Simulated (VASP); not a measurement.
# Mo (Im-3m) in VASP: notebook, part 3 of 3

VASP 6.6.1. The steps go on from the part before.

### 4 Single point, r2SCAN

This run uses another cell than the first one, of 13.72 Å³/atom, 0.878 times its volume.

POSCAR reads:

```
Mo
1.0
   -1.5082271063      1.5082271063      1.5082271063
    1.5082271063     -1.5082271063      1.5082271063
    1.5082271063      1.5082271063     -1.5082271063
Mo
1
Direct
    0.0000000000      0.0000000000      0.0000000000
```

INCAR.step1 reads:

```
SYSTEM = Mo
PREC     = Accurate       ! precision mode
ENCUT    = 520            ! plane-wave cutoff, eV
ISMEAR   = 0              ! smearing method
SIGMA    = 0.1            ! smearing width, eV
LREAL    = .FALSE.        ! projectors in reciprocal space
LASPH    = .TRUE.         ! aspherical terms in the spheres
NELM     = 60             ! most SCF steps
NBANDS   = 13             ! bands
GGA      = PE             ! functional
ALGO     = Normal         ! electronic algorithm
EDIFF    = 1E-4           ! SCF threshold, eV
LWAVE    = .TRUE.         ! write WAVECAR
LCHARG   = .FALSE.        ! write CHGCAR
```

INCAR.step2 reads:

```
SYSTEM = Mo
PREC     = Accurate       ! precision mode
ENCUT    = 520            ! plane-wave cutoff, eV
EDIFF    = 1E-6           ! SCF threshold, eV
ISMEAR   = 0              ! smearing method
SIGMA    = 0.1            ! smearing width, eV
LREAL    = .FALSE.        ! projectors in reciprocal space
LASPH    = .TRUE.         ! aspherical terms in the spheres
NELM     = 60             ! most SCF steps
ALGO     = Normal         ! electronic algorithm
ISIF     = 2              ! what is computed and relaxed
LWAVE    = .FALSE.        ! write WAVECAR
LCHARG   = .FALSE.        ! write CHGCAR
METAGGA  = R2SCAN         ! meta-GGA
LMIXTAU  = .TRUE.       
NBANDS   = 13             ! bands
ISTART   = 1
```

KPOINTS reads:

```
Automatic mesh
0
G
  10 10 10
  0 0 0
```

Potentials or basis: VASP PAW PBE potentials, release 64 (Mo_sv).

On the command line:

```
$ cat potpaw_PBE.64/Mo_sv/POTCAR > POTCAR
$ cp INCAR.step1 INCAR
$ mpirun -np 1 vasp_std > vasp.out
$ cp INCAR.step2 INCAR
$ mpirun -np 1 vasp_std > vasp.out
```

OUTCAR:

```text
SYSTEM = Mo
   PREC = Accurate
   ENCUT = 520
   EDIFF = 1E-6
   ISMEAR = 0
   LREAL = .FALSE.
   LASPH = .TRUE.
   NELM = 60
   ISIF = 2
   METAGGA = R2SCAN
   ISTART = 1

 ion  position               nearest neighbor table
   1  0.000  0.000  0.000-

  LATTYP: Found a body centered cubic cell.
 ALAT       =     3.0164542126

  Lattice vectors:

 A1 = (  -1.5082271063,   1.5082271063,   1.5082271063)
 A2 = (   1.5082271063,  -1.5082271063,   1.5082271063)
 A3 = (   1.5082271063,   1.5082271063,  -1.5082271063)

Analysis of symmetry for initial positions (statically):
=====================================================================
 Subroutine PRICEL returns:
 Original cell was already a primitive cell.

 Routine SETGRP: Setting up the symmetry group for a
 body centered cubic supercell.

 Subroutine GETGRP returns: Found 48 space group operations
 (whereof 48 operations were pure point group operations)
 out of a pool of 48 trial point group operations.

The static configuration has the point symmetry O_h .

Analysis of symmetry for dynamics (positions and initial velocities):
=====================================================================
[... 161 lines left out ...]
 Fermi energy:        14.9314296956

 k-point     1 :       0.0000    0.0000    0.0000
  band No.  band energies     occupation
      1     -48.5031      2.00000
      2     -20.5785      2.00000
      3     -20.5785      2.00000
      4     -20.5785      2.00000
      5       6.7664      2.00000
      6      13.0773      2.00000
      7      13.0773      2.00000
      8      13.0773      2.00000
      9      16.9066      0.00000
     10      16.9066      0.00000
     11      30.4208      0.00000
     12      30.4208      0.00000
     13      30.4208      0.00000
[... 354 lines left out ...]
  band No.  band energies     occupation
      1     -48.1521      2.00000
      2     -22.0553      2.00000
      3     -21.1182      2.00000
      4     -20.7614      2.00000
      5       9.4449      2.00000
      6      11.7721      2.00000
      7      12.8672      2.00000
      8      15.4565      0.00000
      9      17.0672      0.00000
     10      18.2859      0.00000
     11      30.5365      0.00000
     12      32.9959      0.00000
     13      37.2926      0.00000

 [... further k-points ...]
[... 5 lines left out ...]
  --------------------------------------------------------------------------------------
  -------------------------------------------------------------------------------------
  Total        4.0224643      4.0224643      4.0224643     -0.0000000      0.0000000      0.0000000
  in kB      469.6156487    469.6156487    469.6156487     -0.0000000      0.0000000      0.0000000
  external PRESSURE =     469.6156487 kB  Pullay stress =       0.0000000 kB

 VOLUME and BASIS-vectors are now :
 -----------------------------------------------------------------------------
  energy-cutoff  :      520.00
  volume of cell :       13.72
      direct lattice vectors                 reciprocal lattice vectors
    -1.508227106  1.508227106  1.508227106     0.000000000  0.331515060  0.331515060
     1.508227106 -1.508227106  1.508227106     0.331515060  0.000000000  0.331515060
     1.508227106  1.508227106 -1.508227106     0.331515060  0.331515060  0.000000000

 POSITION                                       TOTAL-FORCE (eV/Angst)
 -----------------------------------------------------------------------------------
      0.00000      0.00000      0.00000         0.000000     -0.000000     -0.000000
 -----------------------------------------------------------------------------------
    total drift:                                0.000000     -0.000000      0.000000

  FREE ENERGIE OF THE ION-ELECTRON SYSTEM (eV)
  ---------------------------------------------------
  free  energy   TOTEN  =       -25.8023348901 eV

  energy  without entropy=      -25.7988084523  energy(sigma->0) =      -25.80057167
```

Run time: 21 s. Hardware: 1 thread of Intel Xeon 6975P-C (Granite Rapids), shared host; peak memory 0.13 GiB.

What came out:

```yaml
Free_energy: -25.8023 eV
Pressure: 47.0 GPa
Band_gap_on_the_k_mesh: zero (band 7 reaches 19.75 eV, above the bottom of band 8 at 13.08 eV)
```

Caveat: the PAW data sets were made with another functional, which shifts forces and pressure a little.

### 5 Relaxation of cell and atoms, r2SCAN, target pressure 45 GPa, at which the enthalpy is minimised

This run uses another cell than the first one, of 15.58 Å³/atom, 0.997 times its volume.

POSCAR reads:

```
Mo
1.0
   -1.5734150000      1.5734150000      1.5734150000
    1.5734150000     -1.5734150000      1.5734150000
    1.5734150000      1.5734150000     -1.5734150000
Mo
1
Direct
    0.0000000000      0.0000000000      0.0000000000
```

INCAR.step1 reads:

```
PREC = Accurate ; ENCUT = 600
ISMEAR = 0 ; SIGMA = 0.1
LREAL = F ; LASPH = T
NELM = 100 ; GGA = PE
ALGO = Normal ; EDIFF = 1E-4
LWAVE = T ; LCHARG = F
```

INCAR.step2 reads:

```
PREC = Accurate ; ENCUT = 600
EDIFF = 1E-6 ; ISMEAR = 0
SIGMA = 0.1 ; LREAL = F
LASPH = T ; NELM = 100
ALGO = Normal ; ISIF = 3
LWAVE = F ; LCHARG = F
METAGGA = R2SCAN ; LMIXTAU = T
IBRION = 2 ; NSW = 80
EDIFFG = -0.05 ; PSTRESS = 450.0
ISTART = 1
```

KPOINTS reads:

```
regular mesh
0
Gamma
  8 8 8
```

On the command line:

```
$ cat potpaw_PBE.64/Mo_sv/POTCAR > POTCAR
$ cp INCAR.step1 INCAR
$ mpirun -np 1 vasp_std > vasp.out
$ cp INCAR.step2 INCAR
$ mpirun -np 1 vasp_std > vasp.out
```

Wall time 66 s (1 thread of Intel Xeon 6975P-C (Granite Rapids), shared host); peak memory 0.16 GiB.

It converged, with:

- Free energy: -25.8140 eV
- Relaxed volume: 13.82 Å³/atom
- Relaxed cell: a = 2.619 Å, b = 2.619 Å, c = 2.619 Å, α = 109.47°, β = 109.47°, γ = 109.47°
- Space group after relaxing (to 0.05 Å): Im-3m (No. 229)
- Energy change on relaxing (the enthalpy is what falls): +242.7 meV/atom
- Ionic steps: 5
- Pressure after relaxing: 45.0 GPa
- Band gap on the k mesh: zero (band 7 reaches 19.56 eV, above the bottom of band 8 at 12.96 eV)

Step by step:
| step | energy change (eV) | largest force (eV/Å) | pressure (GPa) | volume (Å³) |
| --- | --- | --- | --- | --- |
| 1 | 0.0000 | 0.0000 | 3.07 | 15.58 |
| 2 | 9.1699 | 0.0000 | 656.86 | 8.08 |
| 3 | 0.1367 | 0.0000 | 32.22 | 14.26 |
| 4 | 0.1952 | 0.0000 | 39.61 | 14.00 |
| 5 | 0.2427 | 0.0000 | 45.02 | 13.82 |

Final structure:
```
Mo
1.0
    -1.51188    1.51188    1.51188
     1.51188   -1.51188    1.51188
     1.51188    1.51188   -1.51188
Mo
1
Direct
  0.00000 0.00000 0.00000
```

Levels at points of the mesh, in eV from the Fermi level:
| k point | band 4 | band 5 | band 6 | band 7 | band 8 | band 9 | band 10 | band 11 |
| --- | --- | --- | --- | --- | --- | --- | --- | --- |
| (0.00, 0.00, 0.00) | -35.35 | -7.96 | -1.65 | -1.65 | -1.65 | 2.16 | 2.16 | 15.67 |
| (0.50, 0.00, 0.00) | -35.38 | -6.37 | -4.20 | 2.23 | 2.24 | 3.04 | 5.93 | 12.77 |
| (0.50, 0.50, 0.50) | -36.83 | -6.70 | -6.70 | 4.95 | 4.95 | 4.95 | 10.61 | 10.61 |

Caveat: the cell is relaxed towards a set pressure, so the enthalpy falls and the energy may rise; the PAW data sets were made with another functional, which shifts forces and pressure a little.

### 6 The runs side by side

| task | cell | k mesh | cutoff (eV) | gap on the mesh (eV) | pressure (GPa) |
| --- | --- | --- | --- | --- | --- |
| single point | a = 2.728 Å, angles 109.5°, 1 atom | 18 × 18 × 18 | 520 | none | 1.1 |
| single point | a = 2.615 Å, angles 109.5°, 1 atom | 8 × 8 × 8 | 520 | none | 46.9 |
| single point | a = 2.612 Å, angles 109.5°, 1 atom | 10 × 10 × 10 | 520 | none | 47.0 |
| relaxation of cell and atoms | relaxed to 45 GPa from a = 2.725 Å, angles 109.5°, 1 atom | 8 × 8 × 8 | 600 | none | 45.0 |

Alike in all rows: level r2SCAN; potentials or basis VASP PAW PBE potentials, release 64 (Mo_sv); no spin polarisation; smearing gaussian 0.1 eV.

Caveats: some runs use coarse meshes; the PAW data sets were made with another functional, which shifts forces and pressure a little; the cell is relaxed towards a set pressure, so the enthalpy falls and the energy may rise (some runs).

Total energies depend on the potentials used, so only differences within one code and one set of settings carry meaning.
